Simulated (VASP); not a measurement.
Input of a VASP 6.6.1 run:

The input INCAR:

```
PREC     = Accurate       # precision mode
ENCUT    = 600            # plane-wave cutoff, eV
EDIFF    = 1E-6           # SCF threshold, eV
ISMEAR   = 0              # smearing method
SIGMA    = 0.1            # smearing width, eV
LREAL    = F              # projectors in reciprocal space
LASPH    = T              # aspherical terms in the spheres
NELM     = 60             # most SCF steps
ALGO     = Normal         # electronic algorithm
ISIF     = 4              # what is computed and relaxed
LWAVE    = F              # write WAVECAR
LCHARG   = F              # write CHGCAR
GGA      = PS             # functional
IBRION   = 2              # ionic algorithm
NSW      = 50             # ionic steps
EDIFFG   = -0.01          # ionic threshold
```

The input KPOINTS:

```
Automatic mesh
0
Gamma
  18 18 16
```

File POSCAR:

```
TiO
1.0
    2.7607133385      0.0000000000      0.0000000000
   -1.3803566693      2.3908478837      0.0000000000
    0.0000000000      0.0000000000      2.7658511956
Ti O
1 1
Direct
    0.6666666667      0.3333333333      0.0000000000
    0.0000000000      0.0000000000      0.5000000000
```

Potentials or basis: VASP PAW PBE potentials, release 64 (Ti_sv, O).

Command:

```bash
$ cat potpaw_PBE.64/Ti_sv/POTCAR potpaw_PBE.64/O/POTCAR > POTCAR
$ mpirun -np 1 vasp_std > vasp.out
```

**Question.** Predict the band gap on the k mesh.

**Answer.** Zero (bands 9 and 10 overlap by 0.08 eV).

Final structure:
```yaml
crystal:
  lattice:
    - [2.75791, 0.00000, 0.00000]
    - [-1.37896, 2.38842, 0.00000]
    - [0.00000, 0.00000, 2.77147]
  atoms:
    - { symbol: Ti, position: [0.66667, 0.33333, 0.00000] }
    - { symbol: O, position: [0.00000, 0.00000, 0.50000] }
```

Caveat: semilocal functionals often make such compounds metallic where correlation or magnetic order opens a gap, which also shifts bond lengths.
